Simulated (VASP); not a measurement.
# CaO (zincblende type) (F-43m) in VASP: further runs

CaO (zincblende type) is run at these levels: PBE; tasks: electric field gradients.

Everything below comes from runs of VASP 6.6.1. Logs are shortened: lines on timing, memory, paths and dates and some standing lists are left out, and cuts for length are marked.

## (1) The cell of the first run

Symmetry: F-43m, No. 216, cubic system. Conventional cell: a = 5.244 Å, b = 5.244 Å, c = 5.244 Å, α = 90.00°, β = 90.00°, γ = 90.00°. Ca (site symmetry -43m) has 4 O at 2.27 Å within 3.0 Å. Within 3.0 Å of O (site symmetry -43m) lie 4 Ca at 2.27 Å.

## (2) Electric field gradients, PBE

INCAR

```
SYSTEM = CaO
  ALGO = Normal
  EDIFF = 1E-8
  ENCUT = 520
  GGA = PE
  ISIF = 2
  ISMEAR = -1
  LASPH = .True.
  LCHARG = .False.
  LEFG = .True.
  LREAL = .False.
  LWAVE = .False.
  NBANDS = 15
  NELM = 80
  PREC = Accurate
  SIGMA = 0.05
```

KPOINTS

```
k-points
0
Gamma
  11 11 11
  0 0 0
```

POSCAR

```
CaO
1.0
    0.0000000000      2.6218300245      2.6218300245
    2.6218300245      0.0000000000      2.6218300245
    2.6218300245      2.6218300245      0.0000000000
Ca O
1 1
Direct
    0.0000000000      0.0000000000      0.0000000000
    0.2500000000      0.2500000000      0.2500000000
```

Potentials or basis: VASP PAW PBE potentials, release 64 (Ca_sv, O).

Run with:

```sh
cat potpaw_PBE.64/Ca_sv/POTCAR potpaw_PBE.64/O/POTCAR > POTCAR
mpirun -np 1 vasp_std > vasp.out
```

OUTCAR:

```text
SYSTEM = CaO
   EDIFF = 1E-8
   ENCUT = 520
   GGA = PE
   ISIF = 2
   ISMEAR = -1
   LASPH = .True.
   LREAL = .False.
   NELM = 80
   PREC = Accurate

 ion  position               nearest neighbor table
   1  0.000  0.000  0.000-   2 2.27   2 2.27   2 2.27   2 2.27
   2  0.250  0.250  0.250-   1 2.27   1 2.27   1 2.27   1 2.27

  LATTYP: Found a face centered cubic cell.
 ALAT       =     5.2436600490

  Lattice vectors:

 A1 = (   0.0000000000,   2.6218300245,   2.6218300245)
 A2 = (   2.6218300245,   0.0000000000,   2.6218300245)
 A3 = (   2.6218300245,   2.6218300245,   0.0000000000)

Analysis of symmetry for initial positions (statically):
=====================================================================
 Subroutine PRICEL returns:
 Original cell was already a primitive cell.

 Routine SETGRP: Setting up the symmetry group for a
 face centered cubic supercell.

 Subroutine GETGRP returns: Found 24 space group operations
 (whereof 24 operations were pure point group operations)
 out of a pool of 48 trial point group operations.

The static configuration has the point symmetry T_d .

Analysis of symmetry for dynamics (positions and initial velocities):
=====================================================================
 Subroutine PRICEL returns:
 Original cell was already a primitive cell.

 Routine SETGRP: Setting up the symmetry group for a
 face centered cubic supercell.

 Subroutine GETGRP returns: Found 24 space group operations
 (whereof 24 operations were pure point group operations)
 out of a pool of 48 trial point group operations.

The dynamic configuration has the point symmetry T_d .

 Subroutine INISYM returns: Found 24 space group operations
 (whereof 24 operations are pure point group operations),
 and found     1 'primitive' translations

----------------------------------------------------------------------------------------

                                     Primitive cell

  volume of cell :      36.0449

  direct lattice vectors                    reciprocal lattice vectors
     0.000000000  2.621830024  2.621830024    -0.190706489  0.190706489  0.190706489
     2.621830024  0.000000000  2.621830024     0.190706489 -0.190706489  0.190706489
     2.621830024  2.621830024  0.000000000     0.190706489  0.190706489 -0.190706489

  length of vectors
     3.707827579  3.707827579  3.707827579     0.330313329  0.330313329  0.330313329

  position of ions in fractional coordinates (direct lattice)
     0.000000000  0.000000000  0.000000000
     0.250000000  0.250000000  0.250000000

  ion indices of the primitive-cell ions
   primitive index   ion index
                 1           1
                 2           2

----------------------------------------------------------------------------------------

 KPOINTS: k-points

Automatic generation of k-mesh.
 Grid dimensions read from file:
 generate k-points for:   11   11   11

 Generating k-lattice:

  Cartesian coordinates                     Fractional coordinates (reciprocal lattice)
    -0.017336954  0.017336954  0.017336954     0.090909091  0.000000000  0.000000000
     0.017336954 -0.017336954  0.017336954     0.000000000  0.090909091  0.000000000
     0.017336954  0.017336954 -0.017336954     0.000000000  0.000000000  0.090909091

  Length of vectors
     0.030028484  0.030028484  0.030028484

  Shift w.r.t. Gamma in fractional coordinates (k-lattice)
     0.000000000  0.000000000  0.000000000

 Subroutine IBZKPT returns following result:
 ===========================================

 Found     56 irreducible k-points:

 Following reciprocal coordinates:
            Coordinates               Weight
  0.000000  0.000000  0.000000      1.000000
  0.090909  0.000000  0.000000      8.000000
  0.181818  0.000000  0.000000      8.000000
  0.272727  0.000000  0.000000      8.000000
  0.363636  0.000000  0.000000      8.000000
  0.454545  0.000000  0.000000      8.000000
[... 16 lines left out ...]
 -0.272727  0.181818  0.000000     24.000000
 -0.181818  0.181818  0.000000     12.000000
 [... further k-points ...]
   k-points           NKPTS =     56   k-points in BZ     NKDIM =     56   number of bands    NBANDS=     15
   number of dos      NEDOS =    301   number of ions     NIONS =      2
   total plane-waves  NPLWV =  21952
   dimension x,y,z NGX =    28 NGY =   28 NGZ =   28
   dimension x,y,z NGXF=    56 NGYF=   56 NGZF=   56
   ions per type =               1   1
   NGX,Y,Z   is equivalent  to a cutoff of  12.55, 12.55, 12.55 a.u.
   NGXF,Y,Z  is equivalent  to a cutoff of  25.11, 25.11, 25.11 a.u.
 SYSTEM =  CaO
   PREC   = accura    normal or accurate (medium, high low for compatibility)
   ISTART =      0    job   : 0-new  1-cont  2-samecut
   ICHARG =      2    charge: 1-file 2-atom 10-const
   ISPIN  =      1    spin polarized calculation?
   LNONCOLLINEAR =      F non collinear calculations
   LSORBIT =      F    spin-orbit coupling
   LASPH  =      T    aspherical Exc in radial PAW
   ENCUT  =  520.0 eV  38.22 Ry    6.18 a.u.   6.89  6.89  6.89*2*pi/ulx,y,z
   NELM   =     80;   NELMIN=  2; NELMDL= -5     # of ELM steps
   EDIFF  = 0.1E-07   stopping-criterion for ELM
   LREAL  =      F    real-space projection
   EDIFFG = 0.1E-06   stopping-criterion for IOM
   NSW    =      0    number of steps for IOM
   IBRION =     -1    ionic relax: 0-MD 1-quasi-New 2-CG
   NFREE  =      0    steps in history (QN), initial steepest desc. (CG)
   ISIF   =      2    stress and relaxation
   ISYM   =      2    0-nonsym 1-usesym 2-fastsym
   POTIM  = 0.5000    time-step for ionic-motion
   TEBEG  =    0.0;   TEEND  =   0.0 temperature during run
   PSTRESS=    0.0 pullay stress
   NELECT =      16.0000    total number of electrons
   NUPDOWN=      -1.0000    fix difference up-down
   EMIN   =  10.00;   EMAX   =-10.00  energy-range for DOS
   EFERMI =   0.00;   METHOD = LEGACY
   ISMEAR =    -1;   SIGMA  =   0.05  broadening in eV -4-tet -1-fermi 0-gaus
   EFERMI_NEDOS =   21; number of points for ismear=-14 and -15
   IALGO  =     38    algorithm
   IMIX   =      4    mixing-type and parameters
     AMIX     =   0.40;   BMIX     =  1.00
     AMIX_MAG =   1.60;   BMIX_MAG =  1.00
  volume/ion in A,a.u.               =      18.02       121.62
  Fermi-wavevector in a.u.,A,eV,Ry     =   1.248821  2.359930 21.219029  1.559555
  Thomas-Fermi vector in A             =   2.382890
   LORBIT       =      0    0 simple, 1 ext, 2 COOP (PROOUT), +10 PAW based schemes
   GGA     = PE    functional components
   LHFCALC =     F    Hartree Fock is set to
   AEXX    =    0.0000 exact exchange contribution
   IVDW    =     0    specifies the selected vdW correction
   LEPSILON=     F    determine dielectric tensor
   LRPA    =     F    only Hartree local field effects (RPA)
 non-spin polarized calculation
  energy-cutoff  :      520.00
  volume of cell :       36.04
 maximum number of plane-waves:       982
   NGX = 13   NGY = 13   NGZ = 13

 number of electron      16.0000002 magnetization

 Free energy of the ion-electron system (eV)
  ---------------------------------------------------
  ext. energy  EPLUGINS =         0.00000000
  ---------------------------------------------------
  free energy    TOTEN  =       -12.44358538 eV

  energy without entropy =      -12.44358538  energy(sigma->0) =      -12.44358538

 E-fermi :   1.5827     XC(G=0):  -8.9678

 val. band max:        0.3875374890   @ k =  -0.4545   0.4545   0.0000
 cond. band min:       3.6701572268   @ k =   0.0000   0.0000   0.0000
 fundamental gap:      3.2826197378
 Fermi energy:         1.5826831372

 k-point     1 :       0.0000    0.0000    0.0000
  band No.  band energies     occupation
      1     -36.8207      2.00000
      2     -17.7638      2.00000
      3     -17.7638      2.00000
      4     -17.7638      2.00000
      5     -14.3617      2.00000
      6      -0.1911      2.00000
      7      -0.1911      2.00000
      8      -0.1911      2.00000
      9       3.6702      0.00000
     10       8.3042      0.00000
     11       8.3042      0.00000
     12       9.8923      0.00000
     13       9.8923      0.00000
     14       9.8923      0.00000
     15      16.7882      0.00000

 k-point     2 :       0.0909    0.0000    0.0000
  band No.  band energies     occupation
      1     -36.8174      2.00000
      2     -17.8247      2.00000
      3     -17.7678      2.00000
      4     -17.7678      2.00000
      5     -14.3014      2.00000
      6      -0.2931      2.00000
      7      -0.1683      2.00000
      8      -0.1683      2.00000
      9       3.9703      0.00000
     10       8.2041      0.00000
     11       8.2041      0.00000
     12       9.7673      0.00000
     13       9.9815      0.00000
     14       9.9815      0.00000
     15      15.7300      0.00000

 k-point     3 :       0.1818    0.0000    0.0000
  band No.  band energies     occupation
      1     -36.8086      2.00000
      2     -17.9776      2.00000
      3     -17.7785      2.00000
      4     -17.7785      2.00000
      5     -14.1516      2.00000
      6      -0.4810      2.00000
      7      -0.1093      2.00000
      8      -0.1093      2.00000
      9       4.6984      0.00000
     10       8.0356      0.00000
     11       8.0356      0.00000
     12       9.4691      0.00000
     13      10.1077      0.00000
     14      10.1077      0.00000
     15      14.1875      0.00000
[... 343 lines left out ...]
 k-point    23 :      -0.2727    0.1818    0.0000
  band No.  band energies     occupation
      1     -36.7833      2.00000
      2     -18.2866      2.00000
      3     -17.8913      2.00000
      4     -17.8057      2.00000
      5     -13.7846      2.00000
      6      -0.5277      2.00000
      7      -0.0721      2.00000
      8       0.0599      2.00000
      9       6.0555      0.00000
     10       7.6403      0.00000
     11       7.8727      0.00000
     12       9.2171      0.00000
     13      10.1883      0.00000
     14      10.2296      0.00000
     15      12.9735      0.00000

 k-point    24 :      -0.1818    0.1818    0.0000
  band No.  band energies     occupation
      1     -36.7931      2.00000
      2     -18.1732      2.00000
      3     -17.8540      2.00000
      4     -17.7898      2.00000
      5     -13.9171      2.00000
      6      -0.5888      2.00000
      7      -0.0499      2.00000
      8      -0.0143      2.00000
      9       5.7328      0.00000
     10       7.5821      0.00000
     11       7.9863      0.00000
     12       9.2532      0.00000
     13      10.0725      0.00000
     14      10.2908      0.00000
     15      13.5453      0.00000

 [... further k-points ...]
[... 5 lines left out ...]
  --------------------------------------------------------------------------------------
  -------------------------------------------------------------------------------------
  Total        0.0999817      0.0999817      0.0999817     -0.0000000     -0.0000000     -0.0000000
  in kB        4.4441393      4.4441393      4.4441393     -0.0000000     -0.0000000     -0.0000000
  external PRESSURE =       4.4441393 kB  Pullay stress =       0.0000000 kB

 VOLUME and BASIS-vectors are now :
 -----------------------------------------------------------------------------
  energy-cutoff  :      520.00
  volume of cell :       36.04
      direct lattice vectors                 reciprocal lattice vectors
     0.000000000  2.621830024  2.621830024    -0.190706489  0.190706489  0.190706489
     2.621830024  0.000000000  2.621830024     0.190706489 -0.190706489  0.190706489
     2.621830024  2.621830024  0.000000000     0.190706489  0.190706489 -0.190706489

 POSITION                                       TOTAL-FORCE (eV/Angst)
 -----------------------------------------------------------------------------------
      0.00000      0.00000      0.00000         0.000000     -0.000000      0.000000
      1.31092      1.31092      1.31092        -0.000000      0.000000     -0.000000
 -----------------------------------------------------------------------------------
    total drift:                               -0.000000     -0.000000     -0.000000

  FREE ENERGIE OF THE ION-ELECTRON SYSTEM (eV)
  ---------------------------------------------------
  free  energy   TOTEN  =       -12.4435853813 eV

  energy  without entropy=      -12.4435853813  energy(sigma->0) =      -12.44358538

 Electric field gradients (V/A^2)
---------------------------------------------------------------------
 ion       V_xx      V_yy      V_zz      V_xy      V_xz      V_yz
---------------------------------------------------------------------
   1       0.000     0.000    -0.000     0.001     0.001     0.001
   2      -0.000     0.000    -0.000     0.001     0.001     0.001
---------------------------------------------------------------------

 Electric field gradients after diagonalization (V/A^2)
 (convention: |V_zz| > |V_xx| > |V_yy|)
----------------------------------------------------------------------
 ion       V_xx      V_yy      V_zz     asymmetry (V_yy - V_xx)/ V_zz
----------------------------------------------------------------------
   1      -0.001    -0.001     0.001       0.000
   2      -0.001    -0.001     0.002       0.000
----------------------------------------------------------------------

           NMR quadrupolar parameters

 Cq : quadrupolar parameter    Cq=e*Q*V_zz/h
 eta: asymmetry parameters     (V_yy - V_xx)/ V_zz
 Q  : nuclear electric quadrupole moment in mb (millibarn)
----------------------------------------------------------------------
 ion       Cq(MHz)       eta       Q (mb)
----------------------------------------------------------------------
   1       0.000       0.000       1.000
   2       0.000       0.000       1.000
----------------------------------------------------------------------
```

It took 1.8 min on 1 thread of AMD EPYC 7R13, shared host; peak memory 0.14 GiB.

What came out:

| Item | Value |
| --- | --- |
| Free energy | -12.4436 eV |
| Pressure | 0.4 GPa |
| Band gap on the k mesh | 3.28 eV, indirect (least direct gap 3.86 eV) |

Levels at points of the mesh, in eV from the valence-band top:
| k point | band 6 | band 7 | band 8 | band 9 | band 10 | band 11 |
| --- | --- | --- | --- | --- | --- | --- |
| (0.00, 0.00, 0.00) | -0.58 | -0.58 | -0.58 | 3.28 | 7.92 | 7.92 |

Caveat: without QUAD_EFG the Cq values of the log hold for a quadrupole moment of 1 mb, not for the nuclei. A k mesh can miss the band edges.

## (3) Electric field gradients, PBE (volume scaled by 1.02)

INCAR

```
SYSTEM = CaO
PREC = Accurate ; ENCUT = 520
EDIFF = 1E-8 ; ISMEAR = -1
SIGMA = 0.05 ; LREAL = .False.
LASPH = .True. ; NELM = 80
ALGO = Normal ; ISIF = 2
LWAVE = .False. ; LCHARG = .False.
GGA = PE ; LEFG = .True.
NBANDS = 15
```

KPOINTS

```
Automatic mesh
0
Gamma
  11 11 11
  0 0 0
```

POSCAR

```
CaO
1.0
    0.0000000000      2.6391936432      2.6391936432
    2.6391936432      0.0000000000      2.6391936432
    2.6391936432      2.6391936432      0.0000000000
Ca O
1 1
Direct
    0.0000000000      0.0000000000      0.0000000000
    0.2500000000      0.2500000000      0.2500000000
```

Potentials or basis: VASP PAW PBE potentials, release 64 (Ca_sv, O).

Run with:

```sh
cat potpaw_PBE.64/Ca_sv/POTCAR potpaw_PBE.64/O/POTCAR > POTCAR
mpirun -np 1 vasp_std > vasp.out
```

OUTCAR:

```text
SYSTEM = CaO
   PREC = Accurate
   ENCUT = 520
   EDIFF = 1E-8
   ISMEAR = -1
   LREAL = .False.
   LASPH = .True.
   NELM = 80
   ISIF = 2
   GGA = PE

 ion  position               nearest neighbor table
   1  0.000  0.000  0.000-   2 2.29   2 2.29   2 2.29   2 2.29
   2  0.250  0.250  0.250-   1 2.29   1 2.29   1 2.29   1 2.29

  LATTYP: Found a face centered cubic cell.
 ALAT       =     5.2783872864

  Lattice vectors:

 A1 = (   0.0000000000,   2.6391936432,   2.6391936432)
 A2 = (   2.6391936432,   0.0000000000,   2.6391936432)
[... 643 lines left out ...]
  ---------------------------------------------------
  free  energy   TOTEN  =       -12.4427821421 eV

  energy  without entropy=      -12.4427821421  energy(sigma->0) =      -12.44278214

 Electric field gradients (V/A^2)
---------------------------------------------------------------------
 ion       V_xx      V_yy      V_zz      V_xy      V_xz      V_yz
---------------------------------------------------------------------
   1       0.000    -0.000     0.000     0.001     0.001     0.001
   2      -0.000     0.000    -0.000     0.002     0.002     0.002
---------------------------------------------------------------------

 Electric field gradients after diagonalization (V/A^2)
 (convention: |V_zz| > |V_xx| > |V_yy|)
----------------------------------------------------------------------
 ion       V_xx      V_yy      V_zz     asymmetry (V_yy - V_xx)/ V_zz
----------------------------------------------------------------------
   1      -0.001    -0.001     0.001       0.000
   2      -0.002    -0.002     0.004       0.000
----------------------------------------------------------------------

           NMR quadrupolar parameters

 Cq : quadrupolar parameter    Cq=e*Q*V_zz/h
 eta: asymmetry parameters     (V_yy - V_xx)/ V_zz
 Q  : nuclear electric quadrupole moment in mb (millibarn)
----------------------------------------------------------------------
 ion       Cq(MHz)       eta       Q (mb)
----------------------------------------------------------------------
   1       0.000       0.000       1.000
   2       0.000       0.000       1.000
----------------------------------------------------------------------
```

OSZICAR:

```text
N       E                     dE             d eps       ncg     rms          rms(c)
DAV:   1     0.130315550469E+03    0.13032E+03   -0.81192E+03  1680   0.105E+03
DAV:   2    -0.832690856260E+01   -0.13864E+03   -0.12813E+03  2171   0.279E+02
DAV:   3    -0.148472936892E+02   -0.65204E+01   -0.64742E+01  1904   0.628E+01
DAV:   4    -0.150714842422E+02   -0.22419E+00   -0.22401E+00  2540   0.101E+01
DAV:   5    -0.150728738632E+02   -0.13896E-02   -0.13892E-02  1919   0.914E-01    0.971E+00
DAV:   6    -0.125685784367E+02    0.25043E+01   -0.87398E+00  1841   0.252E+01    0.431E+00
DAV:   7    -0.124542186176E+02    0.11436E+00   -0.86184E-01  1873   0.844E+00    0.201E+00
DAV:   8    -0.124417080654E+02    0.12511E-01   -0.13821E-01  2051   0.378E+00    0.470E-01
DAV:   9    -0.124407018583E+02    0.10062E-02   -0.90161E-03  2043   0.813E-01    0.170E-01
DAV:  10    -0.124426947645E+02   -0.19929E-02   -0.16072E-03  1799   0.310E-01    0.570E-02
DAV:  11    -0.124427919005E+02   -0.97136E-04   -0.71743E-04  2051   0.179E-01    0.344E-02
DAV:  12    -0.124427828594E+02    0.90411E-05   -0.84836E-05  2177   0.101E-01    0.651E-03
DAV:  13    -0.124427815880E+02    0.12713E-05   -0.51095E-06  1855   0.288E-02    0.168E-03
DAV:  14    -0.124427821221E+02   -0.53413E-06   -0.13036E-06  1820   0.789E-03    0.688E-04
DAV:  15    -0.124427821572E+02   -0.35073E-07   -0.63540E-08  2226   0.266E-03    0.436E-04
DAV:  16    -0.124427821302E+02    0.27031E-07   -0.97409E-09  1625   0.102E-03    0.675E-05
DAV:  17    -0.124427821407E+02   -0.10499E-07   -0.16652E-09  1036   0.355E-04    0.529E-05
DAV:  18    -0.124427821421E+02   -0.14313E-08   -0.25539E-10   917   0.125E-04
   1 F= -.12442782E+02 E0= -.12442782E+02  d E =-.998019E-11
```

stdout:

```text
POSCAR found type information on POSCAR CaO
 POSCAR found :  2 types and       2 ions
 scaLAPACK will be used
 LDA part: xc-table for (Slater+PW92), standard interpolation
 POSCAR, INCAR and KPOINTS ok, starting setup
 FFT: planning ... GRIDC
 FFT: planning ... GRID_SOFT
 FFT: planning ... GRID
 WAVECAR not read
 entering main loop
ion   1

ion   2
```

Run time: 1.7 min. Hardware: 1 thread of AMD EPYC 7R13, shared host; peak memory 0.15 GiB.

What came out:

```
Free energy            : -12.4428 eV
Pressure               : -1.0 GPa
Band gap on the k mesh : 3.21 eV, indirect (least direct gap 3.76 eV)
```

Levels at points of the mesh, in eV from the valence-band top:
```
           k point  band 6  band 7  band 8  band 9  band 10  band 11
(0.00, 0.00, 0.00)   -0.55   -0.55   -0.55    3.21     7.83     7.83
```

Caveat: without QUAD_EFG the Cq values of the log hold for a quadrupole moment of 1 mb, not for the nuclei.
